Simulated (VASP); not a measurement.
Wanted: the native input for a VASP 6.6.1 run.

```yaml
Task: single point
Functional: PBE
Potentials_or_basis: VASP PAW PBE potentials, release 64 (W_sv, Si)
Cutoff: 520 eV
k_mesh: 14 × 14 × 14
Occupations: fermi-dirac, width 0.1 eV
Spin: no spin polarisation
Dipole_correction: no
Further_INCAR_settings: ALGO = Normal; EDIFF = 1e-06; NBANDS = 18
```

The structure of Si2W (MoSi2 type) lies in POSCAR:

```
Si2W
1.0
   -1.6143353797      1.6143353797      3.9349081566
    1.6143353797     -1.6143353797      3.9349081566
    1.6143353797      1.6143353797     -3.9349081566
W Si
1 2
Direct
    0.0000000000      0.0000000000      0.0000000000
    0.3345059879      0.3345059879      0.0000000000
   -0.3345059879     -0.3345059879      0.0000000000
```

These files were run (other wordings do the same):

INCAR

```
ALGO = Normal ; EDIFF = 1E-6
ENCUT = 520 ; GGA = PE
ISIF = 2 ; ISMEAR = -1
LASPH = True ; LCHARG = True
LELF = True ; LREAL = False
LVHAR = True ; LWAVE = False
NBANDS = 18 ; NELM = 100
PREC = Accurate ; SIGMA = 0.1
```

KPOINTS

```
k-points
0
Gamma
  14 14 14
```

Potentials or basis: VASP PAW PBE potentials, release 64 (W_sv, Si).

Launch:

```console
$ cat potpaw_PBE.64/W_sv/POTCAR potpaw_PBE.64/Si/POTCAR > POTCAR
$ mpirun -np 1 vasp_std > vasp.out
```

It gave:

```json
{
  "Pressure": "0.1 GPa",
  "Band gap on the k mesh": "zero (bands 11 and 12 overlap by 1.25 eV)"
}
```

Caveat: spin-orbit coupling is left out, which moves the levels of the heavy elements.

Run time: 78 s on 1 thread of Intel(R) Xeon(R) 6975P-C (Granite Rapids), with other jobs on the host, peak memory 0.32 GiB.
